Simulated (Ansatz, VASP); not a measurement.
One calculation of AlN, two programs

Contents of INCAR:

```
ALGO     = Normal         # electronic algorithm
EDIFF    = 1E-7           # SCF threshold, eV
ENCUT    = 520            # plane-wave cutoff, eV
GGA      = PE             # functional
ISIF     = 2              # what is computed and relaxed
ISMEAR   = 0              # smearing method
LASPH    = T              # aspherical terms in the spheres
LCHARG   = T              # write CHGCAR
LELF     = T              # ELF
LREAL    = F              # projectors in reciprocal space
LVHAR    = T            
LWAVE    = F              # write WAVECAR
NBANDS   = 26             # bands
NELM     = 60             # most SCF steps
PREC     = Accurate       # precision mode
SIGMA    = 0.05           # smearing width, eV
```

Contents of KPOINTS:

```
k-points
0
Gamma
  8 6 4
```

File POSCAR:

```
AlN
1.0
   -3.3134793387      0.0000000000      0.0000000000
    0.0000000000      0.0000000000     -4.1875902400
    0.0000000000     -5.7391145645      0.0000000000
Al N
4 4
Direct
    0.5222123009      0.2423139018      0.1666666667
   -0.0222123009      0.2423139018      0.6666666667
    0.0222123009      0.7423139018      0.3333333333
    0.4777876991      0.7423139018      0.8333333333
    0.5214016404      0.7648056511      0.1666666667
   -0.0214016404      0.7648056511      0.6666666667
    0.0214016404      0.2648056511      0.3333333333
    0.4785983596      0.2648056511      0.8333333333
```

Input for Ansatz:

```yaml
crystal:
  lattice:
    - [-3.3134793387, 0.0, 0.0]
    - [0.0, 0.0, -4.18759024]
    - [0.0, -5.7391145645, 0.0]
  atoms:
    - { symbol: Al, position: [0.5222123009, 0.2423139018, 0.1666666667] }
    - { symbol: Al, position: [-0.0222123009, 0.2423139018, 0.6666666667] }
    - { symbol: Al, position: [0.0222123009, 0.7423139018, 0.3333333333] }
    - { symbol: Al, position: [0.4777876991, 0.7423139018, 0.8333333333] }
    - { symbol: "N", position: [0.5214016404, 0.7648056511, 0.1666666667] }
    - { symbol: "N", position: [-0.0214016404, 0.7648056511, 0.6666666667] }
    - { symbol: "N", position: [0.0214016404, 0.2648056511, 0.3333333333] }
    - { symbol: "N", position: [0.4785983596, 0.2648056511, 0.8333333333] }
basis:
  ecutwfc: 520.0
kpoints:
  mp_grid: { grid: [8, 6, 4] }
hamiltonian:
  xc: pbe
  pseudopotentials: { kind: paw, azcp: { folder: soft_1 } }
scf:
  occupations: { method: gaussian, width: 0.05 }
output:
  forces: true
  stress: true
  eigenvalues: true
```

Change from the starting cell: mode 4 frozen in at -0.074 Å and mode 5 at -0.062 Å (largest displacements).

Alike in both runs: task single point; functional PBE; k mesh 8 × 6 × 4; occupations gaussian, width 0.05 eV; no spin polarisation.

|  | VASP | Ansatz |
| --- | --- | --- |
| version | VASP 6.6.1 | Ansatz 0.2.0 |
| potentials or method | VASP PAW PBE potentials, release 64 (Al, N), cutoff 520 eV | scalar-relativistic, plane waves, PAW |
| valence electrons in the cell | 32 | 32 |

|  | VASP | Ansatz | Ansatz less VASP |
| --- | --- | --- | --- |
| gap on the k mesh at the Fermi level (eV) | 3.28 | 3.27 | -0.009 |
| least direct gap on the mesh (eV) | 3.28 | 3.27 | -0.009 |
| pressure (GPa) | 0.3 | 0.5 | +0.18 |
| traceless stress, the component that is largest in VASP (GPa) | 2.57 | 2.45 | -0.119 |
| rms of the force components (eV/Å) | 0.147 | 0.146 | -0.0010 |

Atom by atom the forces differ by 0.001 eV/Å (rms over components). The functional is the same, so the differences come from potentials, cutoffs and numerics.
